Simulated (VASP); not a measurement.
A run of VASP 6.6.1 is set up as follows.

The input POSCAR:

```
KCl
1.0
    0.0000000000      3.0298560000      3.4085880000
    3.0298560000      0.0000000000      3.4085880000
    3.0298560000      3.0298560000      0.0000000000
K Cl
1 1
Direct
    0.0000000000      0.0000000000      0.0000000000
    0.5000000000      0.5000000000      0.5000000000
```

Contents of INCAR.step1:

```
SYSTEM = KCl
PREC = Accurate ; ENCUT = 550
ISMEAR = 0 ; SIGMA = 0.05
LREAL = .FALSE. ; LASPH = .TRUE.
NELM = 120 ; NBANDS = 15
GGA = PE ; ALGO = Normal
EDIFF = 1E-5 ; LWAVE = .TRUE.
LCHARG = .FALSE. ; GGA_COMPAT = .FALSE.
```

The input INCAR.step2:

```
SYSTEM = KCl
PREC = Accurate ; ENCUT = 550
EDIFF = 1E-6 ; ISMEAR = 0
SIGMA = 0.05 ; LREAL = .FALSE.
LASPH = .TRUE. ; NELM = 120
ALGO = Normal ; ISIF = 2
LWAVE = .FALSE. ; LCHARG = .FALSE.
METAGGA = R2SCAN ; LMIXTAU = .TRUE.
NBANDS = 15 ; ISTART = 1
GGA_COMPAT = .FALSE.
```

The input KPOINTS:

```
regular mesh
0
G
  6 6 6
  0 0 0
```

Potentials or basis: VASP PAW PBE potentials, release 64 (K_sv, Cl).

Command:

```console
$ cat potpaw_PBE.64/K_sv/POTCAR potpaw_PBE.64/Cl/POTCAR > POTCAR
$ cp INCAR.step1 INCAR
$ mpirun -np 1 vasp_std > vasp.out
$ cp INCAR.step2 INCAR
$ mpirun -np 1 vasp_std > vasp.out
```

**Question.** Predict the pressure.

**Answer.** 0.7 GPa.

**Question.** Predict the band gap on the k mesh.

**Answer.** 5.73 eV.

Stress tensor (GPa, compression positive):
```
 1.97  0.00  0.00
 0.00  1.97  0.00
 0.00  0.00 -1.94
```

Caveat: the cell differs from its parent crystal (strain -0.040 along x and y, +0.080 along z); the PAW data sets were made with another functional, which shifts forces and pressure a little.
